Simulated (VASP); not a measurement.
Here is a VASP 6.6.1 calculation.

POSCAR

```
Si
1.0
    0.0000000000      5.4437023800     -5.4437023800
    5.4437023800      5.4437023800      0.0000000000
    5.4437023800      0.0000000000     -5.4437023800
Si
15
Direct
   -0.3312457908      0.2770819186      0.2770819186
    0.1165605604      0.6334394791      0.1165605604
    0.6334394791      0.1165605604      0.1165605604
    0.6334393873      0.6334393873      0.1165606522
    0.1165605604      0.1165605604      0.6334394791
    0.1165606522      0.6334393873      0.6334393873
    0.6334393873      0.1165606522      0.6334393873
    0.6250000023      0.6250000023      0.6250000023
    0.2770819186      0.6687541393      0.2770819186
    0.2770819186      0.2770819186      0.2770819186
    0.7475709941      0.7475709941      0.2572870268
    0.2572870268      0.7475709941      0.7475709941
    0.2770819186      0.2770819186      0.6687541393
    0.7475709941      0.7475709941      0.7475709941
    0.7475709941      0.2572870268      0.7475709941
```

INCAR.step1

```
SYSTEM = Si
PREC = Accurate
ENCUT = 520
ISMEAR = 0
SIGMA = 0.02
LREAL = Auto
LASPH = .TRUE.
NELM = 80
NBANDS = 43
NELECT = 58.0
GGA = PE
ALGO = Normal
EDIFF = 1E-4
LWAVE = .TRUE.
LCHARG = .FALSE.
```

The input INCAR.step2:

```
SYSTEM = Si
PREC = Accurate
ENCUT = 520
EDIFF = 1E-7
ISMEAR = 0
SIGMA = 0.02
LREAL = Auto
LASPH = .TRUE.
NELM = 80
ALGO = Normal
ISIF = 2
LWAVE = .FALSE.
LCHARG = .FALSE.
METAGGA = R2SCAN
LMIXTAU = .TRUE.
NBANDS = 43
NELECT = 58.0
ISTART = 1
```

Contents of KPOINTS:

```
Automatic mesh
0
G
  2 2 2
  0 0 0
```

Potentials or basis: VASP PAW PBE potentials, release 64 (Si).

The run is started by

```sh
$ cat potpaw_PBE.64/Si/POTCAR > POTCAR
$ cp INCAR.step1 INCAR
$ mpirun -np 1 vasp_std > vasp.out
$ cp INCAR.step2 INCAR
$ mpirun -np 1 vasp_std > vasp.out
```

**Question.** Estimate the largest force.

**Answer.** 0.020 eV/Å.

Forces on the atoms (eV/Å):
```
Si   0.004 -0.004  0.004
Si   0.000  0.000 -0.007
Si   0.007  0.000  0.000
Si   0.000 -0.007  0.000
Si   0.000  0.007  0.000
Si  -0.007  0.000  0.000
Si   0.000  0.000  0.007
Si   0.000  0.000  0.000
Si  -0.004 -0.004 -0.004
Si   0.004  0.004 -0.004
Si  -0.012  0.012  0.012
Si   0.012 -0.012  0.012
Si  -0.004  0.004  0.004
Si   0.012  0.012 -0.012
Si  -0.012 -0.012 -0.012
```

Caveat: the k points lie up to 0.50 Å⁻¹ apart; the cell carries a net charge on a neutralising background, which shifts energy and pressure; the PAW data sets were made with another functional, which shifts forces and pressure a little.
